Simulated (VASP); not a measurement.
# Cu32ClO15 (a cell with a defect): electric field gradients with PBE

System: Cu32ClO15 (a cell with a defect).

```xyz
48
Lattice="8.5200 0.0000 0.0000 0.0000 8.5200 0.0000 0.0000 0.0000 8.5200" Properties=species:S:1:pos:R:3 pbc="T T T"
Cu    1.0650    1.0650    1.0650
Cu    1.0650    1.0650    5.3250
Cu    1.0650    5.3250    1.0650
Cu    1.0650    5.3250    5.3250
Cu    5.3250    1.0650    1.0650
Cu    5.3250    1.0650    5.3250
Cu    5.3250    5.3250    1.0650
Cu    5.3250    5.3250    5.3250
Cu    1.0650    3.1950    3.1950
Cu    1.0650    3.1950    7.4550
Cu    1.0650    7.4550    3.1950
Cu    1.0650    7.4550    7.4550
Cu    5.3250    3.1950    3.1950
Cu    5.3250    3.1950    7.4550
Cu    5.3250    7.4550    3.1950
Cu    5.3250    7.4550    7.4550
Cu    3.1950    3.1950    1.0650
Cu    3.1950    3.1950    5.3250
Cu    3.1950    7.4550    1.0650
Cu    3.1950    7.4550    5.3250
Cu    7.4550    3.1950    1.0650
Cu    7.4550    3.1950    5.3250
Cu    7.4550    7.4550    1.0650
Cu    7.4550    7.4550    5.3250
Cu    3.1950    1.0650    3.1950
Cu    3.1950    1.0650    7.4550
Cu    3.1950    5.3250    3.1950
Cu    3.1950    5.3250    7.4550
Cu    7.4550    1.0650    3.1950
Cu    7.4550    1.0650    7.4550
Cu    7.4550    5.3250    3.1950
Cu    7.4550    5.3250    7.4550
Cl    0.0000    0.0000    0.0000
O     0.0000    0.0000    4.2600
O     0.0000    4.2600    0.0000
O     0.0000    4.2600    4.2600
O     4.2600    0.0000    0.0000
O     4.2600    0.0000    4.2600
O     4.2600    4.2600    0.0000
O     4.2600    4.2600    4.2600
O     2.1300    2.1300    2.1300
O     2.1300    2.1300    6.3900
O     2.1300    6.3900    2.1300
O     2.1300    6.3900    6.3900
O     6.3900    2.1300    2.1300
O     6.3900    2.1300    6.3900
O     6.3900    6.3900    2.1300
O     6.3900    6.3900    6.3900
```

```
Program                : VASP 6.6.1
Task                   : electric field gradients
Functional             : PBE
Potentials or basis    : VASP PAW PBE potentials, release 64 (Cu, Cl, O)
Cutoff                 : 520 eV
k mesh                 : 2 × 2 × 2
Occupations            : fermi-dirac, width 0.01 eV
Spin                   : no spin polarisation
Dipole correction      : no
Charge                 : 1
Further INCAR settings : LREAL = Auto; ALGO = Normal; EDIFF = 1e-08; NBANDS = 254; NELECT = 448.0
```

* Largest force: 5.602 eV/Å
* Largest electric field gradient by atom: Cu -138.7, -67.9, -66.6, -66.5 (each value once); Cl +0.0; O +5.3, -1.2, +0.0, -2.4, +1.1 (each value once) V/Å²

Forces in eV/Å, atoms in the order of the input:
```
Cu   3.234  3.234  3.234
Cu   0.052  0.052 -0.096
Cu   0.052 -0.096  0.052
Cu  -0.013 -0.044 -0.044
Cu  -0.096  0.052  0.052
Cu  -0.044 -0.013 -0.044
Cu  -0.044 -0.044 -0.013
Cu  -0.027 -0.027 -0.027
Cu  -0.013  0.044  0.044
Cu   0.052  0.096 -0.052
Cu   0.052 -0.052  0.096
Cu   3.234 -3.234 -3.234
Cu  -0.027  0.027  0.027
Cu  -0.044  0.044  0.013
Cu  -0.044  0.013  0.044
Cu  -0.096 -0.052 -0.052
Cu   0.044  0.044 -0.013
Cu   0.027  0.027 -0.027
Cu   0.096 -0.052  0.052
Cu   0.044  0.013 -0.044
Cu  -0.052  0.096  0.052
Cu   0.013  0.044 -0.044
Cu  -3.234 -3.234  3.234
Cu  -0.052 -0.052 -0.096
Cu   0.044 -0.013  0.044
Cu   0.096  0.052 -0.052
Cu   0.027 -0.027  0.027
Cu   0.044 -0.044  0.013
Cu  -0.052  0.052  0.096
Cu  -3.234  3.234 -3.234
Cu   0.013 -0.044  0.044
Cu  -0.052 -0.096 -0.052
Cl   0.000  0.000  0.000
O    0.000  0.000  0.000
O    0.000  0.000  0.000
O    0.000  0.000  0.000
O    0.000  0.000  0.000
O    0.000  0.000  0.000
O    0.000  0.000  0.000
O    0.000  0.000  0.000
O    0.070  0.070  0.070
O   -0.086 -0.086  0.086
O   -0.086  0.086 -0.086
O    0.070 -0.070 -0.070
O    0.086 -0.086 -0.086
O   -0.070  0.070 -0.070
O   -0.070 -0.070  0.070
O    0.086  0.086  0.086
```

Levels at points of the mesh, in eV from the Fermi level:
| k point | band 222 | band 223 | band 224 | band 225 | band 226 | band 227 |
| --- | --- | --- | --- | --- | --- | --- |
| (0.00, 0.00, 0.00) | -0.24 | -0.24 | -0.24 | 0.36 | 0.84 | 0.84 |
| (0.50, 0.00, 0.00) | -0.46 | -0.33 | -0.33 | 0.89 | 0.89 | 1.40 |
| (0.50, 0.50, 0.00) | -0.50 | -0.50 | -0.44 | 1.28 | 1.28 | 1.29 |
| (0.50, 0.50, 0.50) | -0.68 | -0.68 | -0.62 | 1.67 | 1.67 | 1.67 |

Electric field gradients, principal values (V/Å²):
```tsv
atom	least	middle	greatest (by size)
1 Cu	69.336	69.336	-138.672
2 Cu	30.195	37.709	-67.904
3 Cu	30.195	37.709	-67.904
4 Cu	33.088	33.471	-66.559
5 Cu	30.195	37.709	-67.904
6 Cu	33.088	33.471	-66.559
7 Cu	33.088	33.471	-66.559
8 Cu	33.275	33.275	-66.549
9 Cu	33.088	33.471	-66.559
10 Cu	30.195	37.709	-67.904
11 Cu	30.195	37.709	-67.904
12 Cu	69.336	69.336	-138.672
13 Cu	33.275	33.275	-66.549
14 Cu	33.088	33.471	-66.559
15 Cu	33.088	33.471	-66.559
16 Cu	30.195	37.709	-67.904
17 Cu	33.088	33.471	-66.559
18 Cu	33.275	33.275	-66.549
19 Cu	30.195	37.709	-67.904
20 Cu	33.088	33.471	-66.559
21 Cu	30.195	37.709	-67.904
22 Cu	33.088	33.471	-66.559
23 Cu	69.336	69.336	-138.672
24 Cu	30.195	37.709	-67.904
25 Cu	33.088	33.471	-66.559
26 Cu	30.195	37.709	-67.904
27 Cu	33.275	33.275	-66.549
28 Cu	33.088	33.471	-66.559
29 Cu	30.195	37.709	-67.904
30 Cu	69.336	69.336	-138.672
31 Cu	33.088	33.471	-66.559
32 Cu	30.195	37.709	-67.904
33 Cl	0.000	0.000	0.000
34 O	-2.666	-2.666	5.331
35 O	-2.666	-2.666	5.331
36 O	0.611	0.611	-1.222
37 O	-2.666	-2.666	5.331
38 O	0.611	0.611	-1.222
39 O	0.611	0.611	-1.222
40 O	0.000	0.000	0.000
41 O	1.214	1.214	-2.429
42 O	-0.551	-0.551	1.101
43 O	-0.551	-0.551	1.101
44 O	1.214	1.214	-2.429
45 O	-0.551	-0.551	1.101
46 O	1.214	1.214	-2.429
47 O	1.214	1.214	-2.429
48 O	-0.551	-0.551	1.101
```

Wall time 38 min on 1 thread of Intel(R) Xeon(R) Platinum 8488C (Sapphire Rapids), with other jobs on the host, peak memory 0.82 GiB.

Caveat: the cell carries a net charge on a neutralising background, which shifts energy and pressure; the cell is charged against a uniform background, so pressure and absolute levels hang on convention; without QUAD_EFG the Cq values of the log hold for a quadrupole moment of 1 mb, not for the nuclei.
